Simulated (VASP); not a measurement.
# AlNi (P4/mmm) in VASP: further runs, part 2 of 2

VASP 6.6.1. The steps go on from the part before.

## Step 4: Single point, PBE

This run uses another cell than the first one, of 11.45 Å³/atom, 0.946 times its volume.

INCAR

```
PREC     = Accurate       # precision mode
ENCUT    = 520            # plane-wave cutoff, eV
EDIFF    = 1E-6           # SCF threshold, eV
ISMEAR   = 0              # smearing method
SIGMA    = 0.1            # smearing width, eV
LREAL    = F              # projectors in reciprocal space
LASPH    = T              # aspherical terms in the spheres
NELM     = 100            # most SCF steps
ALGO     = Normal         # electronic algorithm
ISIF     = 2              # what is computed and relaxed
LWAVE    = F              # write WAVECAR
LCHARG   = F              # write CHGCAR
GGA      = PE             # functional
NBANDS   = 14             # bands
```

KPOINTS

```
regular mesh
0
Gamma
  16 16 14
```

POSCAR

```
AlNi
1.0
    2.0057274540     -2.0057274540      0.0000000000
    2.0057274540      2.0057274540      0.0000000000
    0.0000000000      0.0000000000      2.8466889468
Al Ni
1 1
Direct
    0.0000000000      0.0000000000      0.0000000000
    0.5000000000      0.5000000000      0.5000000000
```

Potentials or basis: VASP PAW PBE potentials, release 64 (Al, Ni).

On the command line:

```bash
$ cat potpaw_PBE.64/Al/POTCAR potpaw_PBE.64/Ni/POTCAR > POTCAR
$ mpirun -np 1 vasp_std > vasp.out
```

OUTCAR:

```text
PREC = Accurate
   ENCUT = 520
   EDIFF = 1E-6
   ISMEAR = 0
   LREAL = F
   LASPH = T
   NELM = 100
   ISIF = 2
   GGA = PE

 ion  position               nearest neighbor table
   1  0.000  0.000  0.000-   2 2.46   2 2.46   2 2.46   2 2.46   2 2.46   2 2.46   2 2.46   2 2.46

   2  0.500  0.500  0.500-   1 2.46   1 2.46   1 2.46   1 2.46   1 2.46   1 2.46   1 2.46   1 2.46

  LATTYP: Found a simple tetragonal cell.
 ALAT       =     2.8365269679
 C/A-ratio  =     1.0035825427

  Lattice vectors:

 A1 = (   2.0057274540,  -2.0057274540,   0.0000000000)
 A2 = (   2.0057274540,   2.0057274540,   0.0000000000)
 A3 = (   0.0000000000,   0.0000000000,   2.8466889468)

Analysis of symmetry for initial positions (statically):
=====================================================================
 Subroutine PRICEL returns:
 Original cell was already a primitive cell.

 Routine SETGRP: Setting up the symmetry group for a
 simple tetragonal supercell.

 Subroutine GETGRP returns: Found 16 space group operations
 (whereof 16 operations were pure point group operations)
 out of a pool of 16 trial point group operations.

The static configuration has the point symmetry D_4h.

[... 168 lines left out ...]
 k-point     1 :       0.0000    0.0000    0.0000
  band No.  band energies     occupation
      1      -0.8499      2.00000
      2       7.1695      2.00000
      3       7.1708      2.00000
      4       8.9744      2.00000
      5       8.9744      2.00000
      6       8.9827      2.00000
      7      16.2053      0.00000
      8      16.3374      0.00000
      9      16.3374      0.00000
     10      18.8580      0.00000
     11      18.8873      0.00000
     12      25.1393      0.00000
     13      32.0146      0.00000
     14      32.0376      0.00000
[... 377 lines left out ...]
      1       3.7009      2.00000
      2       3.8825      2.00000
      3       7.7455      2.00000
      4       8.1674      2.00000
      5       8.2450      2.00000
      6       8.9614      2.00000
      7       9.9414      2.00000
      8      17.7153      0.00000
      9      18.7534      0.00000
     10      21.2233      0.00000
     11      21.9853      0.00000
     12      22.1722      0.00000
     13      26.3726      0.00000
     14      27.1624      0.00000

 [... further k-points ...]
[... 5 lines left out ...]
  --------------------------------------------------------------------------------------
  -------------------------------------------------------------------------------------
  Total        1.4215342      1.4215342      1.4227333      0.0000000     -0.0000000     -0.0000000
  in kB       99.4383827     99.4383827     99.5222588      0.0000000     -0.0000000     -0.0000000
  external PRESSURE =      99.4663414 kB  Pullay stress =       0.0000000 kB

 VOLUME and BASIS-vectors are now :
 -----------------------------------------------------------------------------
  energy-cutoff  :      520.00
  volume of cell :       22.90
      direct lattice vectors                 reciprocal lattice vectors
     2.005727454 -2.005727454  0.000000000     0.249286113 -0.249286113  0.000000000
     2.005727454  2.005727454  0.000000000     0.249286113  0.249286113  0.000000000
     0.000000000  0.000000000  2.846688947     0.000000000  0.000000000  0.351285307

 POSITION                                       TOTAL-FORCE (eV/Angst)
 -----------------------------------------------------------------------------------
      0.00000      0.00000      0.00000         0.000000     -0.000000      0.000000
      2.00573      0.00000      1.42334        -0.000000      0.000000      0.000000
 -----------------------------------------------------------------------------------
    total drift:                                0.000000     -0.000000     -0.000000

  FREE ENERGIE OF THE ION-ELECTRON SYSTEM (eV)
  ---------------------------------------------------
  free  energy   TOTEN  =       -10.5022972101 eV

  energy  without entropy=      -10.4987861554  energy(sigma->0) =      -10.50054168
```

OSZICAR:

```text
N       E                     dE             d eps       ncg     rms          rms(c)
DAV:   1     0.414591258927E+02    0.41459E+02   -0.53976E+03 10262   0.979E+02
DAV:   2    -0.102031994812E+02   -0.51662E+02   -0.46861E+02 10866   0.183E+02
DAV:   3    -0.119577461044E+02   -0.17545E+01   -0.17374E+01 12770   0.369E+01
DAV:   4    -0.119802588452E+02   -0.22513E-01   -0.22507E-01 12014   0.385E+00
DAV:   5    -0.119809055202E+02   -0.64667E-03   -0.64666E-03 12900   0.704E-01    0.122E+01
DAV:   6    -0.136267965447E+02   -0.16459E+01   -0.43646E+01 11844   0.937E+01    0.150E+01
DAV:   7    -0.105270023651E+02    0.30998E+01   -0.13134E+01 12072   0.559E+01    0.966E-01
DAV:   8    -0.105163871739E+02    0.10615E-01   -0.23562E-01 12700   0.509E+00    0.101E+00
DAV:   9    -0.105025509763E+02    0.13836E-01   -0.43021E-02 12972   0.273E+00    0.182E-01
DAV:  10    -0.105023000897E+02    0.25089E-03   -0.11157E-03 13536   0.447E-01    0.780E-02
DAV:  11    -0.105022981200E+02    0.19697E-05   -0.35427E-05 13902   0.543E-02    0.127E-02
DAV:  12    -0.105022972101E+02    0.90995E-06   -0.25868E-06  9332   0.225E-02
   1 F= -.10502297E+02 E0= -.10500542E+02  d E =-.351105E-02
```

stdout:

```text
POSCAR found type information on POSCAR AlNi
 POSCAR found :  2 types and       2 ions
 scaLAPACK will be used
 LDA part: xc-table for (Slater+PW92), standard interpolation
 POSCAR, INCAR and KPOINTS ok, starting setup
 FFT: planning ... GRIDC
 FFT: planning ... GRID_SOFT
 FFT: planning ... GRID
 WAVECAR not read
 entering main loop
```

Run time: 47 s. Hardware: 1 thread of Intel Xeon Platinum 8375C at 2.90GHz (Ice Lake), shared host; peak memory 0.23 GiB.

What came out:

```
Free energy : -10.5023 eV
Pressure    : 9.9 GPa
```

Spin polarisation is off, so any magnetic state and its effect on volume and gap are missing.

## Step 5: Summary

```tsv
cell	k mesh	smearing	gap on the mesh (eV)	pressure (GPa)
a = 2.889, b = 2.889, c = 2.901 Å, 2 atoms	20 × 20 × 20	gaussian 0.15 eV	none	-0.1
a = 2.795, b = 2.795, c = 2.803 Å, 2 atoms	16 × 16 × 14	gaussian 0.1 eV	none	19.9
a = 2.837, b = 2.837, c = 2.847 Å, 2 atoms	16 × 16 × 14	gaussian 0.1 eV	none	9.9
```

Alike in all rows: task single point; level PBE; potentials or basis VASP PAW PBE potentials, release 64 (Al, Ni); no spin polarisation; cutoff (eV) 520.

Absolute energies hang on the potentials; compare differences alone.
